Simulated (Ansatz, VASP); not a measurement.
**One calculation of Sb, two programs**

File INCAR:

```
PREC = Accurate
ENCUT = 500
EDIFF = 1E-6
ISMEAR = -1
SIGMA = 0.05
LREAL = False
LASPH = True
NELM = 120
ALGO = Normal
ISIF = 2
LWAVE = False
LCHARG = True
GGA = PS
LELF = True
LVHAR = True
NBANDS = 8
GGA_COMPAT = False
```

File KPOINTS:

```
Automatic mesh
0
Gamma
  10 10 10
```

POSCAR

```
Sb
1.0
   -1.9461945218      1.9461945218      1.8713408863
    1.9461945218     -1.9461945218      1.8713408863
    1.9461945218      1.9461945218     -1.8713408863
Sb
1
Direct
    0.0000000000      0.0000000000      0.0000000000
```

input.yaml

```yaml
crystal:
  lattice:
    - [-1.9461945218, 1.9461945218, 1.8713408863]
    - [1.9461945218, -1.9461945218, 1.8713408863]
    - [1.9461945218, 1.9461945218, -1.8713408863]
  atoms:
    - { symbol: Sb, position: [0.0, 0.0, 0.0] }
kpoints:
  mp_grid: { grid: [10, 10, 10] }
  band_path:
    path:
      - [0.0, 0.0, 0.0]
      - [0.0, 0.0, 0.5]
      - [-0.5, 0.5, 0.5]
      - [0.0, 0.0, 0.0]
      - [0.4811390532, 0.4811390532, -0.4811390532]
      - [0.25, 0.25, 0.25]
      - [0.0, 0.5, 0.0]
      - [-0.4811390532, 0.5188609468, 0.4811390532]
    npoints: 12
scf:
  occupations: { method: fermi_dirac, width: 0.05 }
hamiltonian:
  xc: pbesol
  pseudopotentials: { kind: all_electron, lapw: { basis_error: 0.001 } }
output:
  forces: true
  stress: true
  eigenvalues: true
```

Change from the starting cell: strain_xy = 0.04.

Alike in both runs: functional PBEsol; k mesh 10 × 10 × 10; occupations fermi-dirac, width 0.05 eV; no spin polarisation.

```csv
,VASP,Ansatz
version,VASP 6.6.1,Ansatz 0.2.0
potentials or method,"VASP PAW PBE potentials, release 64 (Sb), cutoff 500 eV","all-electron LAPW, scalar-relativistic"
task,single point,band structure
```

|  | VASP | Ansatz | Ansatz less VASP |
| --- | --- | --- | --- |
| gap on the k mesh at the Fermi level (eV) | none | none | - |
| pressure (GPa) | -4.6 | -4.5 | +0.05 |
| traceless stress, the component that is largest in VASP (GPa) | -0.06 | -0.06 | +0.002 |

VASP's potentials were made for PBE, not for PBEsol. A gap of «none» marks a metal or a gap that the smearing closes. Ansatz ran all-electron here, and VASP with PAW potentials.

Neither program's run includes spin-orbit coupling.
